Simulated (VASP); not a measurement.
# CoO (F-43m) in VASP: a series of runs

The runs below take CoO through single point, relaxation of cell and atoms, with PBE+U.

All numbers are computed with VASP 6.6.1; they aren't measurements. Logs are shortened: lines on timing, memory, paths and dates and some standing lists are left out, and cuts for length are marked.

## Step 1: The cell of the first run

The structure is cubic, space group F-43m (No. 216). Conventional cell: a = 4.639 Å, b = 4.639 Å, c = 4.639 Å, α = 90.00°, β = 90.00°, γ = 90.00°. Within 2.7 Å of Co (site symmetry -43m) lie 4 O at 2.01 Å. O (site symmetry -43m) has 4 Co at 2.01 Å within 2.7 Å.

## Step 2: Single point, PBE+U, collinear spin, ferromagnetic start

File INCAR:

```
ALGO = Normal
EDIFF = 1E-6
ENCUT = 520
GGA = PE
ISIF = 2
ISMEAR = 0
ISPIN = 2
LASPH = True
LCHARG = False
LDAU = True
LDAUJ = 0 0
LDAUL = 2 -1
LDAUPRINT = 1
LDAUTYPE = 2
LDAUU = 3.32 0
LMAXMIX = 4
LORBIT = 11
LREAL = False
LWAVE = False
MAGMOM = 3 0
NBANDS = 18
NELM = 150
PREC = Accurate
SIGMA = 0.02
```

File KPOINTS:

```
k-points
0
Gamma
  14 14 14
```

File POSCAR:

```
CoO
1.0
    0.0000000000      2.3192549574      2.3192549574
    2.3192549574      0.0000000000      2.3192549574
    2.3192549574      2.3192549574      0.0000000000
Co O
1 1
Direct
    0.0000000000      0.0000000000      0.0000000000
    0.2500000000      0.2500000000      0.2500000000
```

Potentials or basis: VASP PAW PBE potentials, release 64 (Co, O).

On the command line:

```sh
cat potpaw_PBE.64/Co/POTCAR potpaw_PBE.64/O/POTCAR > POTCAR
mpirun -np 1 vasp_std > vasp.out
```

OUTCAR:

```text
EDIFF = 1E-6
   ENCUT = 520
   GGA = PE
   ISIF = 2
   ISMEAR = 0
   ISPIN = 2
   LASPH = True
   LORBIT = 11
   LREAL = False
   NELM = 150
   PREC = Accurate

 ion  position               nearest neighbor table
   1  0.000  0.000  0.000-   2 2.01   2 2.01   2 2.01   2 2.01
   2  0.250  0.250  0.250-   1 2.01   1 2.01   1 2.01   1 2.01

  LATTYP: Found a face centered cubic cell.
 ALAT       =     4.6385099148

  Lattice vectors:

 A1 = (   0.0000000000,   2.3192549574,   2.3192549574)
 A2 = (   2.3192549574,   0.0000000000,   2.3192549574)
 A3 = (   2.3192549574,   2.3192549574,   0.0000000000)

Analysis of symmetry for initial positions (statically):
=====================================================================
 Subroutine PRICEL returns:
 Original cell was already a primitive cell.

 Routine SETGRP: Setting up the symmetry group for a
 face centered cubic supercell.

 Subroutine GETGRP returns: Found 24 space group operations
 (whereof 24 operations were pure point group operations)
 out of a pool of 48 trial point group operations.

The static configuration has the point symmetry T_d .

Analysis of symmetry for dynamics (positions and initial velocities):
=====================================================================
 Subroutine PRICEL returns:
 Original cell was already a primitive cell.

 Routine SETGRP: Setting up the symmetry group for a
 face centered cubic supercell.

 Subroutine GETGRP returns: Found 24 space group operations
 (whereof 24 operations were pure point group operations)
 out of a pool of 48 trial point group operations.

The dynamic configuration has the point symmetry T_d .

Analysis of structural, dynamic, and magnetic symmetry:
=====================================================================
 Subroutine PRICEL returns:
 Original cell was already a primitive cell.

 Routine SETGRP: Setting up the symmetry group for a
 face centered cubic supercell.

 Subroutine GETGRP returns: Found 24 space group operations
 (whereof 24 operations were pure point group operations)
 out of a pool of 48 trial point group operations.

The overall configuration has the point symmetry T_d .

 Subroutine INISYM returns: Found 24 space group operations
 (whereof 24 operations are pure point group operations),
 and found     1 'primitive' translations

----------------------------------------------------------------------------------------

                                     Primitive cell

  volume of cell :      24.9503

  direct lattice vectors                    reciprocal lattice vectors
     0.000000000  2.319254957  2.319254957    -0.215586475  0.215586475  0.215586475
     2.319254957  0.000000000  2.319254957     0.215586475 -0.215586475  0.215586475
     2.319254957  2.319254957  0.000000000     0.215586475  0.215586475 -0.215586475

  length of vectors
     3.279921815  3.279921815  3.279921815     0.373406727  0.373406727  0.373406727

  position of ions in fractional coordinates (direct lattice)
     0.000000000  0.000000000  0.000000000
     0.250000000  0.250000000  0.250000000

  ion indices of the primitive-cell ions
   primitive index   ion index
                 1           1
                 2           2

[... 67 lines left out ...]
   LSORBIT =      F    spin-orbit coupling
   LASPH  =      T    aspherical Exc in radial PAW
   ENCUT  =  520.0 eV  38.22 Ry    6.18 a.u.   6.10  6.10  6.10*2*pi/ulx,y,z
   NELM   =    150;   NELMIN=  2; NELMDL= -5     # of ELM steps
   EDIFF  = 0.1E-05   stopping-criterion for ELM
   LREAL  =      F    real-space projection
   EDIFFG = 0.1E-04   stopping-criterion for IOM
   NSW    =      0    number of steps for IOM
   IBRION =     -1    ionic relax: 0-MD 1-quasi-New 2-CG
   NFREE  =      0    steps in history (QN), initial steepest desc. (CG)
   ISIF   =      2    stress and relaxation
   ISYM   =      2    0-nonsym 1-usesym 2-fastsym
   POTIM  = 0.5000    time-step for ionic-motion
   TEBEG  =    0.0;   TEEND  =   0.0 temperature during run
   PSTRESS=    0.0 pullay stress
   NELECT =      15.0000    total number of electrons
   NUPDOWN=      -1.0000    fix difference up-down
   EMIN   =  10.00;   EMAX   =-10.00  energy-range for DOS
   EFERMI =   0.00;   METHOD = LEGACY
   ISMEAR =     0;   SIGMA  =   0.02  broadening in eV -4-tet -1-fermi 0-gaus
   EFERMI_NEDOS =   21; number of points for ismear=-14 and -15
   IALGO  =     38    algorithm
   IMIX   =      4    mixing-type and parameters
     AMIX     =   0.40;   BMIX     =  1.00
     AMIX_MAG =   1.60;   BMIX_MAG =  1.00
  volume/ion in A,a.u.               =      12.48        84.19
  Fermi-wavevector in a.u.,A,eV,Ry     =   1.381699  2.611032 25.974773  1.909092
  Thomas-Fermi vector in A             =   2.506459
   LORBIT       =     11    0 simple, 1 ext, 2 COOP (PROOUT), +10 PAW based schemes
 LDA+U is selected, type is set to LDAUTYPE =  2
   angular momentum for each species LDAUL =     2   -1
   U (eV)           for each species LDAUU =   3.3  0.0
   J (eV)           for each species LDAUJ =   0.0  0.0
   GGA     = PE    functional components
   LHFCALC =     F    Hartree Fock is set to
   AEXX    =    0.0000 exact exchange contribution
   IVDW    =     0    specifies the selected vdW correction
   LEPSILON=     F    determine dielectric tensor
   LRPA    =     F    only Hartree local field effects (RPA)
 spin polarized calculation
 Gauss-broadening in eV      SIGMA  =   0.02
  energy-cutoff  :      520.00
  volume of cell :       24.95
 maximum number of plane-waves:       692
   NGX = 13   NGY = 13   NGZ = 13

atom =   1  type =  1  l = 2

 onsite density matrix

spin component  1

  0.9863 -0.0000 -0.0000  0.0000 -0.0000
 -0.0000  0.9863  0.0000  0.0000  0.0000
 -0.0000  0.0000  0.9695  0.0000 -0.0000
  0.0000  0.0000  0.0000  0.9863 -0.0000
 -0.0000  0.0000 -0.0000 -0.0000  0.9695

spin component  2

  0.1154  0.0000  0.0000 -0.0000  0.0000
  0.0000  0.1154  0.0000 -0.0000  0.0000
  0.0000  0.0000  0.9528 -0.0000  0.0000
 -0.0000 -0.0000 -0.0000  0.1154  0.0000
  0.0000  0.0000  0.0000  0.0000  0.9528

 occupancies and eigenvectors

  o =  0.1154  v =  0.0000  0.0000  0.0000  0.0000  0.0000  0.0000 -1.0000  0.0000 -0.0097  0.0000      0.0000  0.0000  0.0000  0.0000  0.0000  0.0000  0.0000  0.0000  0.0000  0.0000
  o =  0.1154  v =  0.0000  0.0000  0.0000  0.0000  0.0000  0.0000 -0.0097  0.0000  1.0000  0.0000      0.0000  0.0000  0.0000  0.0000  0.0000  0.0000  0.0000  0.0000  0.0000  0.0000
  o =  0.1154  v =  0.0000  0.0000  0.0000  0.0000  0.0000  1.0000  0.0000  0.0000  0.0000  0.0000      0.0000  0.0000  0.0000  0.0000  0.0000  0.0000  0.0000  0.0000  0.0000  0.0000
  o =  0.9528  v =  0.0000  0.0000  0.0000  0.0000  0.0000  0.0000 -0.0000 -0.8785  0.0000  0.4778      0.0000  0.0000  0.0000  0.0000  0.0000  0.0000  0.0000  0.0000  0.0000  0.0000
  o =  0.9528  v =  0.0000  0.0000  0.0000  0.0000  0.0000  0.0000  0.0000  0.4778 -0.0000  0.8785      0.0000  0.0000  0.0000  0.0000  0.0000  0.0000  0.0000  0.0000  0.0000  0.0000
  o =  0.9695  v =  0.0000 -0.0000 -0.5629  0.0000 -0.8265  0.0000  0.0000  0.0000  0.0000  0.0000      0.0000  0.0000  0.0000  0.0000  0.0000  0.0000  0.0000  0.0000  0.0000  0.0000
  o =  0.9695  v =  0.0000 -0.0000 -0.8265  0.0000  0.5629  0.0000  0.0000  0.0000  0.0000  0.0000      0.0000  0.0000  0.0000  0.0000  0.0000  0.0000  0.0000  0.0000  0.0000  0.0000
  o =  0.9863  v =  0.0000 -0.0187  0.0000  0.9998  0.0000  0.0000  0.0000  0.0000  0.0000  0.0000      0.0000  0.0000  0.0000  0.0000  0.0000  0.0000  0.0000  0.0000  0.0000  0.0000
  o =  0.9863  v =  0.0000  0.9998 -0.0000  0.0187 -0.0000  0.0000  0.0000  0.0000  0.0000  0.0000      0.0000  0.0000  0.0000  0.0000  0.0000  0.0000  0.0000  0.0000  0.0000  0.0000
  o =  0.9863  v =  1.0000  0.0000  0.0000  0.0000  0.0000  0.0000  0.0000  0.0000  0.0000  0.0000      0.0000  0.0000  0.0000  0.0000  0.0000  0.0000  0.0000  0.0000  0.0000  0.0000

 number of electron      14.9999989 magnetization       3.0003297

 Free energy of the ion-electron system (eV)
  ---------------------------------------------------
  ext. energy  EPLUGINS =         0.00000000
  ---------------------------------------------------
  free energy    TOTEN  =       -12.14912707 eV

  energy without entropy =      -12.14912707  energy(sigma->0) =      -12.14912707

 E-fermi :   4.7078     XC(G=0): -10.6401

 val. band max:        4.5346561092   @ k =   0.0000   0.0000   0.0000
 cond. band min:       5.1226418281   @ k =   0.0000   0.0000   0.0000
 fundamental gap:      0.5879857189
 Fermi energy:         4.7077975967

 spin component 1

 k-point     1 :       0.0000    0.0000    0.0000
  band No.  band energies     occupation
      1     -13.8468      1.00000
      2      -1.4848      1.00000
      3      -1.4848      1.00000
      4      -1.4847      1.00000
      5       1.4373      1.00000
      6       1.4375      1.00000
[... 1001 lines left out ...]
     17      29.5839      0.00000
     18      30.5388      0.00000

 [... further k-points ...]

------------------------ aborting loop because EDIFF is reached ----------------------------------------

  FORCE on cell =-STRESS in cart. coord.  units (eV):
  Direction    XX          YY          ZZ          XY          YZ          ZX
  --------------------------------------------------------------------------------------
  -------------------------------------------------------------------------------------
  Total       -0.2660646     -0.2660646     -0.2660646     -0.0000000      0.0000000      0.0000000
  in kB      -17.0852858    -17.0852858    -17.0852858     -0.0000000      0.0000000      0.0000000
  external PRESSURE =     -17.0852858 kB  Pullay stress =       0.0000000 kB

 VOLUME and BASIS-vectors are now :
 -----------------------------------------------------------------------------
  energy-cutoff  :      520.00
  volume of cell :       24.95
      direct lattice vectors                 reciprocal lattice vectors
     0.000000000  2.319254957  2.319254957    -0.215586475  0.215586475  0.215586475
     2.319254957  0.000000000  2.319254957     0.215586475 -0.215586475  0.215586475
     2.319254957  2.319254957  0.000000000     0.215586475  0.215586475 -0.215586475

 POSITION                                       TOTAL-FORCE (eV/Angst)
 -----------------------------------------------------------------------------------
      0.00000      0.00000      0.00000        -0.000000     -0.000000     -0.000000
      1.15963      1.15963      1.15963         0.000000      0.000000      0.000000
 -----------------------------------------------------------------------------------
    total drift:                                0.000001      0.000001      0.000001

  FREE ENERGIE OF THE ION-ELECTRON SYSTEM (eV)
  ---------------------------------------------------
  free  energy   TOTEN  =       -12.1491270691 eV

  energy  without entropy=      -12.1491270691  energy(sigma->0) =      -12.14912707

 total charge

# of ion       s       p       d       tot
------------------------------------------
    1        0.337   0.395   7.126   7.858
    2        1.546   3.452   0.000   4.998
--------------------------------------------------
tot          1.884   3.846   7.126  12.856

 magnetization (x)

# of ion       s       p       d       tot
------------------------------------------
    1        0.020   0.045   2.645   2.710
    2        0.014   0.167   0.000   0.181
--------------------------------------------------
tot          0.035   0.212   2.645   2.891
```

Run time: 59 s. Hardware: 1 thread of AMD EPYC 9R45 (Zen 5), shared host; peak memory 0.17 GiB.

What came out:

```yaml
Free_energy: -12.1491 eV
Pressure: -1.7 GPa
Band_gap_on_the_k_mesh: 0.59 eV
Net_moment: 3.00 μB per cell
Site_moments: Co +2.71; O +0.18 μB
Valence_electrons_inside_the_program's_atomic_spheres: Co 7.86; O 5.00
```

Eigenvalues of the final occupation matrices:
```tsv
site	spin	trace	eigenvalues
site 1 d	1	4.90	0.97 0.97 0.99 0.99 0.99
site 1 d	2	2.25	0.12 0.12 0.12 0.95 0.95
```

Caveat: a cell with one magnetic atom can't hold antiferromagnetic order, which such compounds often take.

## Step 3: Single point, PBE+U, collinear spin, antiferromagnetic start

This run uses another cell than the first one: it holds 4 atoms, not 2.

INCAR, as its differences from that of step 2:

```diff
@@ -19,4 +19,4 @@
 LWAVE = False
-MAGMOM = 3 0
-NBANDS = 18
+MAGMOM = 3 -3 0 0
+NBANDS = 27
 NELM = 150
```

File KPOINTS:

```
k-points
0
Gamma
  14 14 7
```

File POSCAR:

```
CoO
1.0
    0.0000000000      2.3192549574      2.3192549574
    2.3192549574      0.0000000000      2.3192549574
    4.6385099148      4.6385099148      0.0000000000
Co O
2 2
Direct
    1.0000000000      0.0000000000      0.0000000000
    1.0000000000      0.0000000000      0.5000000000
    0.2500000000      0.2500000000      0.1250000000
    0.2500000000      0.2500000000      0.6250000000
```

Potentials or basis: VASP PAW PBE potentials, release 64 (Co, O).

On the command line:

```sh
cat potpaw_PBE.64/Co/POTCAR potpaw_PBE.64/O/POTCAR > POTCAR
mpirun -np 1 vasp_std > vasp.out
```

OUTCAR:

```text
EDIFF = 1E-6
   ENCUT = 520
   GGA = PE
   ISIF = 2
   ISMEAR = 0
   ISPIN = 2
   LASPH = True
   LORBIT = 11
   LREAL = False
   NELM = 150
   PREC = Accurate

 ion  position               nearest neighbor table
   1  0.000  0.000  0.000-   3 2.01   4 2.01   3 2.01   3 2.01
   2  0.000  0.000  0.500-   3 2.01   4 2.01   4 2.01   4 2.01
   3  0.250  0.250  0.125-   1 2.01   1 2.01   1 2.01   2 2.01
   4  0.250  0.250  0.625-   2 2.01   2 2.01   1 2.01   2 2.01

  LATTYP: Found a trigonal (rhomboedric) cell.
 ALAT       =     5.6809912291
 COS(alpha) =     0.8333333333

  Lattice vectors:

 A1 = (   4.6385099148,   2.3192549574,  -2.3192549574)
 A2 = (   2.3192549574,   2.3192549574,  -4.6385099148)
 A3 = (   2.3192549574,   4.6385099148,  -2.3192549574)

[... 324 lines left out ...]
      5      -1.0427      1.00000
      6      -0.5401      1.00000
[... 1433 lines left out ...]
     26      18.5379      0.00000
     27      20.5374      0.00000

 [... further k-points ...]

------------------------ aborting loop because EDIFF is reached ----------------------------------------

  FORCE on cell =-STRESS in cart. coord.  units (eV):
  Direction    XX          YY          ZZ          XY          YZ          ZX
  --------------------------------------------------------------------------------------
  -------------------------------------------------------------------------------------
  Total       -1.1265771     -1.1265771     -1.1265771     -0.3442990      0.3442990      0.3442990
  in kB      -36.1714585    -36.1714585    -36.1714585    -11.0545445     11.0545445     11.0545445
  external PRESSURE =     -36.1714585 kB  Pullay stress =       0.0000000 kB

 VOLUME and BASIS-vectors are now :
 -----------------------------------------------------------------------------
  energy-cutoff  :      520.00
  volume of cell :       49.90
      direct lattice vectors                 reciprocal lattice vectors
     0.000000000  2.319254957  2.319254957    -0.215586475  0.215586475  0.215586475
     2.319254957  0.000000000  2.319254957     0.215586475 -0.215586475  0.215586475
     4.638509915  4.638509915  0.000000000     0.107793237  0.107793237 -0.107793237

 POSITION                                       TOTAL-FORCE (eV/Angst)
 -----------------------------------------------------------------------------------
      0.00000      0.00000      0.00000        -0.121892     -0.121892      0.121892
      2.31925      2.31925      0.00000        -0.121892     -0.121892      0.121892
      1.15963      1.15963      1.15963         0.121892      0.121892     -0.121892
      3.47888      3.47888      1.15963         0.121892      0.121892     -0.121892
 -----------------------------------------------------------------------------------
    total drift:                               -0.000273     -0.000273      0.000250

  FREE ENERGIE OF THE ION-ELECTRON SYSTEM (eV)
  ---------------------------------------------------
  free  energy   TOTEN  =       -24.4369173434 eV

  energy  without entropy=      -24.4369173434  energy(sigma->0) =      -24.43691734

 total charge

# of ion       s       p       d       tot
------------------------------------------
    1        0.335   0.394   7.132   7.861
    2        0.335   0.394   7.132   7.861
    3        1.547   3.446   0.000   4.993
    4        1.547   3.446   0.000   4.993
--------------------------------------------------
tot          3.764   7.680  14.264  25.708

 magnetization (x)

# of ion       s       p       d       tot
------------------------------------------
    1        0.016   0.041   2.590   2.647
    2       -0.016  -0.041  -2.590  -2.647
    3        0.007   0.078   0.000   0.085
    4       -0.007  -0.078   0.000  -0.085
--------------------------------------------------
tot          0.000   0.000   0.000   0.000
```

stdout:

```text
POSCAR found type information on POSCAR CoO
 POSCAR found :  2 types and       4 ions
 scaLAPACK will be used
 LDA part: xc-table for (Slater+PW92), standard interpolation
 -----------------------------------------------------------------------------
|                                                                             |
|           W    W    AA    RRRRR   N    N  II  N    N   GGGG   !!!           |
|           W    W   A  A   R    R  NN   N  II  NN   N  G    G  !!!           |
|           W    W  A    A  R    R  N N  N  II  N N  N  G       !!!           |
|           W WW W  AAAAAA  RRRRR   N  N N  II  N  N N  G  GGG   !            |
|           WW  WW  A    A  R   R   N   NN  II  N   NN  G    G                |
|           W    W  A    A  R    R  N    N  II  N    N   GGGG   !!!           |
|                                                                             |
|     Your reciprocal lattice and k-lattice belong to different lattice       |
|     classes:                                                                |
|                                                                             |
|        The reciprocal lattice is rhombohedral (trigonal),                   |
|        whereas your k-lattice is body-centered cubic.                       |
|                                                                             |
|     Results are often still useful ...                                      |
|                                                                             |
 -----------------------------------------------------------------------------

 POSCAR, INCAR and KPOINTS ok, starting setup
 FFT: planning ... GRIDC
 FFT: planning ... GRID_SOFT
 FFT: planning ... GRID
 WAVECAR not read
 entering main loop
```

Wall time 6 min (1 thread of Intel Xeon Platinum 8259CL at 2.50GHz (Skylake/Cascade Lake), shared host); peak memory 0.39 GiB.

Results:

```
Free energy                                           : -24.4369 eV
Pressure                                              : -3.6 GPa
Band gap on the k mesh                                : 1.08 eV
Net moment                                            : 0.00 μB per cell
Site moments                                          : Co +2.65, -2.65; O +0.09, -0.09 μB
Valence electrons inside the program's atomic spheres : Co 7.86; O 4.99
```

Eigenvalues of the final occupation matrices:
```tsv
site	spin	trace	eigenvalues
site 1 d	1	4.87	0.97 0.97 0.98 0.98 0.98
site 1 d	2	2.28	0.12 0.12 0.13 0.96 0.96
site 2 d	1	2.28	0.12 0.12 0.13 0.96 0.96
site 2 d	2	4.87	0.97 0.97 0.98 0.98 0.98
```

Caveat: the cell stands under tension; an odd mesh through Γ misses points on the zone boundary, where band edges can lie.

[end of part 1 of 3]
